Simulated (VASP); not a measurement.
Write the native input for VASP 6.6.1 that does the following.

```
Task                   : single point
Functional             : PBEsol
Potentials or basis    : VASP PAW PBE potentials, release 64 (Rh_pv)
Cutoff                 : 520 eV
k mesh                 : 18 × 18 × 6
Occupations            : gaussian, width 0.1 eV
Spin                   : no spin polarisation
Dipole correction      : no
Further INCAR settings : ALGO = Fast; EDIFF = 1e-07; NBANDS = 38
```

The structure of Rh lies in POSCAR:

```
Rh
1.0
    2.6754312347      0.0000000000      0.0000000000
   -1.3377156174      2.3169914153      0.0000000000
    0.0000000000      0.0000000000      8.7271387725
Rh
4
Direct
    0.0000000000      0.0000000000      0.0000000000
    0.3333333333      0.6666666667      0.2500000000
    0.0000000000      0.0000000000      0.5000000000
    0.6666666667      0.3333333333      0.7500000000
```

One way to write it, as run:

INCAR

```
SYSTEM = Rh
PREC     = Accurate       ! precision mode
ENCUT    = 520            ! plane-wave cutoff, eV
EDIFF    = 1E-7           ! SCF threshold, eV
ISMEAR   = 0              ! smearing method
SIGMA    = 0.1            ! smearing width, eV
LREAL    = .FALSE.        ! projectors in reciprocal space
LASPH    = .TRUE.         ! aspherical terms in the spheres
NELM     = 80             ! most SCF steps
ALGO     = Fast           ! electronic algorithm
ISIF     = 2              ! what is computed and relaxed
LWAVE    = .FALSE.        ! write WAVECAR
LCHARG   = .FALSE.        ! write CHGCAR
GGA      = PS             ! functional
NBANDS   = 38             ! bands
```

KPOINTS

```
regular mesh
0
G
  18 18 6
  0 0 0
```

Potentials or basis: VASP PAW PBE potentials, release 64 (Rh_pv).

Run with:

```bash
$ cat potpaw_PBE.64/Rh_pv/POTCAR > POTCAR
$ mpirun -np 1 vasp_std > vasp.out
```

It gave:

```
Pressure               : -0.1 GPa
Band gap on the k mesh : zero (band 30 reaches 12.94 eV, above the bottom of band 31 at 10.88 eV)
```

Caveat: the PAW data sets were made with another functional, which shifts forces and pressure a little.

Wall time 2.7 min on 1 thread of Intel(R) Xeon(R) 6975P-C (Granite Rapids) (shared host), peak memory 0.32 GiB.
